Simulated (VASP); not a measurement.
# ZnS (Imm2) in VASP: a series of runs

Runs on ZnS. Level: PBE. Tasks: single point.

Program: VASP 6.6.1. These are calculated values, not measurements. Logs are shortened: lines on timing, memory, paths and dates and some standing lists are left out, and cuts for length are marked.

## (1) The cell of the first run

The structure is orthorhombic, space group Imm2 (No. 44). The conventional cell has a = 3.801 Å, b = 3.897 Å, c = 5.443 Å, α = 90.00°, β = 90.00°, γ = 90.00°. Zn (site symmetry mm2) has 4 S at 2.34 to 2.38 Å within 3.1 Å. S (site symmetry mm2) has 4 Zn at 2.34 to 2.38 Å within 3.1 Å.

## (2) Single point, PBE (strain +0.0250 x Voigt [0, 0, 0, 0, 1, 0])

The input, INCAR:

```
SYSTEM = ZnS
ALGO = Normal ; EDIFF = 1E-6
ENCUT = 520 ; GGA = PE
ISIF = 2 ; ISMEAR = 0
LASPH = .True. ; LCHARG = .False.
LREAL = .False. ; LWAVE = .False.
NBANDS = 16 ; NELM = 80
PREC = Accurate ; SIGMA = 0.05
```

The input, KPOINTS:

```
k-points
0
Gamma
  8 8 8
  0 0 0
```

The input, POSCAR:

```
ZnS
1.0
    0.0340195498      2.7215639840      2.7215639840
    2.7555835338      0.0000000000      2.7555835338
    2.7215639840      2.7215639840      0.0340195498
Zn S
1 1
Direct
    0.0000000000      0.0000000000      0.0000000000
    0.7500000000      0.7500000000      0.7500000000
```

Potentials or basis: VASP PAW PBE potentials, release 64 (Zn, S).

The run is started by

```bash
> cat potpaw_PBE.64/Zn/POTCAR potpaw_PBE.64/S/POTCAR > POTCAR
> mpirun -np 1 vasp_std > vasp.out
```

OUTCAR:

```text
SYSTEM = ZnS
   EDIFF = 1E-6
   ENCUT = 520
   GGA = PE
   ISIF = 2
   ISMEAR = 0
   LASPH = .True.
   LREAL = .False.
   NELM = 80
   PREC = Accurate

 ion  position               nearest neighbor table
   1  0.000  0.000  0.000-   2 2.34   2 2.34   2 2.38   2 2.38
   2  0.750  0.750  0.750-   1 2.34   1 2.34   1 2.38   1 2.38

  LATTYP: Found a body centered orthorhombic cell.
 ALAT       =     3.8007617883
 B/A-ratio  =     1.0253164557
 C/A-ratio  =     1.4321149999

  Lattice vectors:

 A1 = (   0.0340195498,  -2.7215639840,   2.7215639840)
 A2 = (  -0.0340195498,  -2.7215639840,  -2.7215639840)
 A3 = (   2.7215639840,   2.7215639840,   0.0340195498)

Analysis of symmetry for initial positions (statically):
=====================================================================
 Subroutine PRICEL returns:
 Original cell was already a primitive cell.

 Routine SETGRP: Setting up the symmetry group for a
 body centered orthorhombic supercell.

 Subroutine GETGRP returns: Found  4 space group operations
 (whereof  4 operations were pure point group operations)
 out of a pool of  8 trial point group operations.

The static configuration has the point symmetry C_2v.

Analysis of symmetry for dynamics (positions and initial velocities):
=====================================================================
 Subroutine PRICEL returns:
 Original cell was already a primitive cell.

 Routine SETGRP: Setting up the symmetry group for a
 body centered orthorhombic supercell.

 Subroutine GETGRP returns: Found  4 space group operations
 (whereof  4 operations were pure point group operations)
 out of a pool of  8 trial point group operations.

The dynamic configuration has the point symmetry C_2v.

 Subroutine INISYM returns: Found  4 space group operations
 (whereof  4 operations are pure point group operations),
 and found     1 'primitive' translations

----------------------------------------------------------------------------------------

                                     Primitive cell

  volume of cell :      40.3105

  direct lattice vectors                    reciprocal lattice vectors
     0.034019550  2.721563984  2.721563984    -0.186043436  0.183717893  0.186043436
     2.755583534  0.000000000  2.755583534     0.181449771 -0.183717893  0.181449771
     2.721563984  2.721563984  0.034019550     0.186043436  0.183717893 -0.186043436

  length of vectors
[... 82 lines left out ...]
   EDIFF  = 0.1E-05   stopping-criterion for ELM
   LREAL  =      F    real-space projection
   EDIFFG = 0.1E-04   stopping-criterion for IOM
   NSW    =      0    number of steps for IOM
   IBRION =     -1    ionic relax: 0-MD 1-quasi-New 2-CG
   NFREE  =      0    steps in history (QN), initial steepest desc. (CG)
   ISIF   =      2    stress and relaxation
   ISYM   =      2    0-nonsym 1-usesym 2-fastsym
   POTIM  = 0.5000    time-step for ionic-motion
   TEBEG  =    0.0;   TEEND  =   0.0 temperature during run
   PSTRESS=    0.0 pullay stress
   NELECT =      18.0000    total number of electrons
   NUPDOWN=      -1.0000    fix difference up-down
   EMIN   =  10.00;   EMAX   =-10.00  energy-range for DOS
   EFERMI =   0.00;   METHOD = LEGACY
   ISMEAR =     0;   SIGMA  =   0.05  broadening in eV -4-tet -1-fermi 0-gaus
   EFERMI_NEDOS =   21; number of points for ismear=-14 and -15
   IALGO  =     38    algorithm
   IMIX   =      4    mixing-type and parameters
     AMIX     =   0.40;   BMIX     =  1.00
     AMIX_MAG =   1.60;   BMIX_MAG =  1.00
  volume/ion in A,a.u.               =      20.16       136.01
  Fermi-wavevector in a.u.,A,eV,Ry     =   1.251295  2.364605 21.303178  1.565739
  Thomas-Fermi vector in A             =   2.385249
   LORBIT       =      0    0 simple, 1 ext, 2 COOP (PROOUT), +10 PAW based schemes
   GGA     = PE    functional components
   LHFCALC =     F    Hartree Fock is set to
   AEXX    =    0.0000 exact exchange contribution
   IVDW    =     0    specifies the selected vdW correction
   LEPSILON=     F    determine dielectric tensor
   LRPA    =     F    only Hartree local field effects (RPA)
 non-spin polarized calculation
 Gauss-broadening in eV      SIGMA  =   0.05
  energy-cutoff  :      520.00
  volume of cell :       40.31
 maximum number of plane-waves:      1103
 NGX is ok and might be reduce to    30
   NGX = 15   NGY = 15   NGZ = 15

 number of electron      18.0000005 magnetization

 Free energy of the ion-electron system (eV)
  ---------------------------------------------------
  ext. energy  EPLUGINS =         0.00000000
  ---------------------------------------------------
  free energy    TOTEN  =        -6.84727125 eV

  energy without entropy =       -6.84727125  energy(sigma->0) =       -6.84727125

 E-fermi :   2.2242     XC(G=0):  -9.5293

 val. band max:        1.9537883062   @ k =   0.0000   0.0000   0.0000
 cond. band min:       3.9242732301   @ k =   0.0000   0.0000   0.0000
 fundamental gap:      1.9704849239
 Fermi energy:         2.2242012603

 k-point     1 :       0.0000    0.0000    0.0000
  band No.  band energies     occupation
      1     -11.0848      2.00000
      2      -4.3576      2.00000
      3      -4.3489      2.00000
      4      -4.3394      2.00000
      5      -3.8756      2.00000
      6      -3.8751      2.00000
[... 433 lines left out ...]
      3      -4.1561      2.00000
      4      -4.1392      2.00000
      5      -3.8748      2.00000
      6      -3.8298      2.00000
[... 8 lines left out ...]
     15      14.9887      0.00000
     16      17.3132      0.00000

 [... further k-points ...]

------------------------ aborting loop because EDIFF is reached ----------------------------------------

  FORCE on cell =-STRESS in cart. coord.  units (eV):
  Direction    XX          YY          ZZ          XY          YZ          ZX
  --------------------------------------------------------------------------------------
  -------------------------------------------------------------------------------------
  Total        0.0589158      0.0530204      0.0589158     -0.0000000      0.0000000     -0.4053047
  in kB        2.3416657      2.1073466      2.3416657     -0.0000000      0.0000000    -16.1092183
  external PRESSURE =       2.2635593 kB  Pullay stress =       0.0000000 kB

 VOLUME and BASIS-vectors are now :
 -----------------------------------------------------------------------------
  energy-cutoff  :      520.00
  volume of cell :       40.31
      direct lattice vectors                 reciprocal lattice vectors
     0.034019550  2.721563984  2.721563984    -0.186043436  0.183717893  0.186043436
     2.755583534  0.000000000  2.755583534     0.181449771 -0.183717893  0.181449771
     2.721563984  2.721563984  0.034019550     0.186043436  0.183717893 -0.186043436

 POSITION                                       TOTAL-FORCE (eV/Angst)
 -----------------------------------------------------------------------------------
      0.00000      0.00000      0.00000        -0.000000     -0.125157     -0.000000
      4.13338      4.08235      4.13338         0.000000      0.125157      0.000000
 -----------------------------------------------------------------------------------
    total drift:                               -0.000001     -0.000211     -0.000001

  FREE ENERGIE OF THE ION-ELECTRON SYSTEM (eV)
  ---------------------------------------------------
  free  energy   TOTEN  =        -6.8472712547 eV

  energy  without entropy=       -6.8472712547  energy(sigma->0) =       -6.84727125
```

stdout:

```text
POSCAR found type information on POSCAR ZnS
 POSCAR found :  2 types and       2 ions
 scaLAPACK will be used
 LDA part: xc-table for (Slater+PW92), standard interpolation
 POSCAR, INCAR and KPOINTS ok, starting setup
 FFT: planning ... GRIDC
 FFT: planning ... GRID_SOFT
 FFT: planning ... GRID
 WAVECAR not read
 entering main loop
```

It took 85 s on 1 thread of Intel Xeon 8259CL, shared host; peak memory 0.21 GiB.

What came out:

| Property | Result |
| --- | --- |
| Free energy | -6.8473 eV |
| Pressure | 0.2 GPa |
| Largest force | 0.125 eV/Å |
| Band gap on the k mesh | 1.97 eV |

Forces in eV/Å, atoms in the order of the input:
```
Zn   0.000 -0.125  0.000
S    0.000  0.125  0.000
```

Levels at points of the mesh, in eV from the valence-band top:
| k point | band 6 | band 7 | band 8 | band 9 | band 10 | band 11 | band 12 | band 13 |
| --- | --- | --- | --- | --- | --- | --- | --- | --- |
| (0.00, 0.00, 0.00) | -5.83 | -0.09 | -0.05 | 0.00 | 1.97 | 6.20 | 6.37 | 6.54 |
| (0.50, 0.00, 0.00) | -5.62 | -5.20 | -0.93 | -0.92 | 3.15 | 6.76 | 6.93 | 8.79 |
| (0.00, 0.50, 0.00) | -5.64 | -5.19 | -0.84 | -0.82 | 3.30 | 6.86 | 7.04 | 8.70 |
| (0.50, 0.50, 0.00) | -5.62 | -4.52 | -2.19 | -2.18 | 3.41 | 4.03 | 10.73 | 11.76 |
| (0.50, 0.00, 0.50) | -5.62 | -4.52 | -2.30 | -2.07 | 3.37 | 4.07 | 10.78 | 11.75 |

Caveat: the cell differs from its parent crystal (strain +0.0250 x Voigt [0, 0, 0, 0, 1, 0]).

## (3) Single point, PBE (strain +0.0150 x Voigt [0, 0, 0, 0, 1, 0])

The input, INCAR:

```
PREC = Accurate
ENCUT = 520
EDIFF = 1E-6
ISMEAR = 0
SIGMA = 0.05
LREAL = F
LASPH = T
NELM = 80
ALGO = Normal
ISIF = 2
LWAVE = F
LCHARG = T
GGA = PE
LELF = T
LVHAR = T
NBANDS = 16
```

The input, KPOINTS:

```
Automatic mesh
0
Gamma
  8 8 8
```

The input, POSCAR:

```
ZnS
1.0
    0.0204117299      2.7215639840      2.7215639840
    2.7419757139      0.0000000000      2.7419757139
    2.7215639840      2.7215639840      0.0204117299
Zn S
1 1
Direct
    0.0000000000      0.0000000000      0.0000000000
    0.7500000000      0.7500000000      0.7500000000
```

Potentials or basis: VASP PAW PBE potentials, release 64 (Zn, S).

The run is started by

```bash
> cat potpaw_PBE.64/Zn/POTCAR potpaw_PBE.64/S/POTCAR > POTCAR
> mpirun -np 1 vasp_std > vasp.out
```

Wall time 90 s (1 thread of Intel Xeon 8259CL, shared host); peak memory 0.21 GiB.

The run converged. Its results:

```yaml
Free_energy: -6.8505 eV
Pressure: 0.2 GPa
Largest_force: 0.075 eV/Å
Band_gap_on_the_k_mesh: 1.99 eV
```

Forces on the atoms (eV/Å):
```
Zn   0.000 -0.075  0.000
S    0.000  0.075  0.000
```

Stress tensor (GPa, compression positive):
```
 0.19  0.00 -0.97
 0.00  0.18  0.00
-0.97  0.00  0.19
```

Levels at points of the mesh, in eV from the valence-band top:
```tsv
k point	band 5	band 6	band 7	band 8	band 9	band 10	band 11	band 12	band 13	band 14
(0.00, 0.00, 0.00)	-5.81	-5.81	-0.05	-0.03	0.00	1.99	6.28	6.39	6.49	11.71
(0.50, 0.00, 0.00)	-5.78	-5.61	-5.18	-0.89	-0.89	3.20	6.83	6.93	8.79	12.03
(0.00, 0.50, 0.00)	-5.78	-5.62	-5.17	-0.84	-0.83	3.28	6.89	7.00	8.74	12.06
(0.50, 0.50, 0.00)	-5.74	-5.60	-4.50	-2.17	-2.17	3.43	4.05	10.78	11.79	11.82
(0.50, 0.00, 0.50)	-5.74	-5.60	-4.50	-2.24	-2.10	3.41	4.06	10.80	11.78	11.82
```

Caveat: the cell differs from its parent crystal (strain +0.0150 x Voigt [0, 0, 0, 0, 1, 0]).

[end of part 1 of 2]
